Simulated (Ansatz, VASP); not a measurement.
One calculation of SiSn2, two programs

```
Si Sn
1.0
     0.00000    3.19014    3.19014
     3.19014    0.00000    3.19014
     3.19014    3.19014    0.00000
Si Sn
1 2
Direct
  0.00000 0.00000 0.00000
  0.25000 0.25000 0.25000
  0.75000 0.75000 0.75000
```

Alike in both runs: task single point; functional r2SCAN; k mesh 6 × 6 × 6; occupations gaussian, width 0.1 eV; no spin polarisation.

|  | VASP | Ansatz |
| --- | --- | --- |
| version | VASP 6.6.1 | Ansatz 0.2.0 |
| potentials or method | VASP PAW PBE potentials, release 64 (Si, Sn_d), cutoff 520 eV | scalar-relativistic, plane waves, PAW |
| valence electrons in the cell | 32 | 32 |

|  | VASP | Ansatz | Ansatz less VASP |
| --- | --- | --- | --- |
| gap on the k mesh at the Fermi level (eV) | none | none | - |
| pressure (GPa) | 14.0 | 14.0 | 0.00 |

VASP's potentials were made for PBE, not for r2SCAN. A gap of «none» marks a metal or a gap that the smearing closes.
